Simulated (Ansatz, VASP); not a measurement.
# Two plane-wave programs on CuO

```
Cu O
1.0
     2.34465   -1.71340    0.00000
     2.34465    1.71340    0.00000
    -0.86055    0.00000    5.05944
Cu O
2 2
Direct
  0.49680 0.00320 0.50000
  0.00320 0.49680 0.00000
  0.40560 0.57140 0.75370
  0.57140 0.40560 0.25370
```

Alike in both runs: functional PBEsol; k mesh 10 × 10 × 5; occupations fermi-dirac, width 0.05 eV; no spin polarisation; Hubbard terms Cu d U = 8.0 eV.

|  | VASP | Ansatz |
| --- | --- | --- |
| version | VASP 6.6.1 | Ansatz 0.2.0 |
| potentials or method | VASP PAW PBE potentials, release 64 (Cu, O) | Ansatz PAW |
| plane-wave cutoff (eV) | 520 | 420 |
| valence electrons in the cell | 34 | 50 |
| task | single point | band structure |

Ansatz gave:

| Property | Result |
| --- | --- |
| gap on the k mesh at the Fermi level (eV) | none |
| pressure (GPa) | 1.8 |
| traceless stress, the component that is largest in VASP (GPa) | 0.38 |
| rms of the force components (eV/Å) | 0.462 |

Problem. Estimate VASP's values.

Solution. gap on the k mesh at the Fermi level (eV): none; pressure (GPa): -8.5; traceless stress, the component that is largest in VASP (GPa): 2.47; rms of the force components (eV/Å): 0.354.

VASP's potentials were made for PBE, not for PBEsol. The programs project onto different local orbitals, so the same U acts differently, and such runs can settle in different states. Atom by atom the forces differ by 0.135 eV/Å (rms over components). A gap of «none» marks a metal or a gap that the smearing closes. VASP's potentials hold 34 valence electrons a cell and Ansatz's 50, so a difference there can come from the potentials and not from the codes.
